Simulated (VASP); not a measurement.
**SnSe: single point with LDA**

The system is SnSe, a slab with vacuum.

```
Sn Se
1.0
     4.18990    0.00000    0.00000
     0.00000    4.18990    0.00000
     0.00000    0.00000   10.97962
Sn Se
2 2
Direct
  0.50000 0.00000 0.35995
  0.00000 0.50000 0.62184
  0.50000 0.00000 0.62178
  0.00000 0.50000 0.37822
```

This cell differs from its parent crystal: atom 1 (Sn) moved -0.200 Å towards its neighbour atom 3 (Se) at 2.675 Å.

```
Program             : VASP 6.6.1
Task                : single point
Functional          : LDA
Potentials or basis : VASP PAW LDA potentials, release 64 (Sn_d, Se)
Cutoff              : 500 eV
k mesh              : 6 × 6 × 4
Occupations         : gaussian, width 0.05 eV
Spin                : no spin polarisation
```

```
Largest force          : 0.857 eV/Å
Band gap on the k mesh : 1.00 eV, indirect (least direct gap 1.19 eV)
```

Forces in eV/Å, atoms in the order of the input:
```
Sn   0.000  0.000  0.857
Sn   0.000  0.000  0.069
Se   0.000  0.000 -0.714
Se   0.000  0.000 -0.212
```

Levels at points of the mesh, in eV from the valence-band top:
```csv
k point,band 16,band 17,band 18,band 19,band 20,band 21,band 22,band 23,band 24,band 25
"(0.00, 0.00, 0.00)",-3.27,-3.27,-2.10,-2.10,-0.62,1.12,3.42,3.55,4.54,4.54
"(0.50, 0.00, 0.00)",-2.36,-1.84,-1.53,-0.49,0.00,1.19,1.37,1.69,1.95,2.27
"(0.50, 0.50, 0.00)",-5.18,-3.79,-3.79,-1.99,-1.87,2.76,3.44,4.13,4.13,5.29
"(0.00, 0.00, 0.50)",-3.27,-3.27,-2.10,-2.10,-0.62,1.00,3.55,4.33,4.54,4.54
"(0.50, 0.00, 0.50)",-2.36,-1.84,-1.53,-0.49,0.00,1.20,1.37,1.69,1.95,2.22
"(0.50, 0.50, 0.50)",-5.18,-3.79,-3.79,-1.99,-1.87,2.73,3.41,4.17,4.17,5.25
```

Run time: 65 s on 1 thread of Intel(R) Xeon(R) 6975P-C (Granite Rapids), on a shared host, peak memory 0.3 GiB.

Caveat: the cell differs from its parent crystal (atom 1 (Sn) moved -0.200 Å towards its neighbour atom 3 (Se) at 2.675 Å); spin-orbit coupling is left out, which moves the levels of the heavy elements.
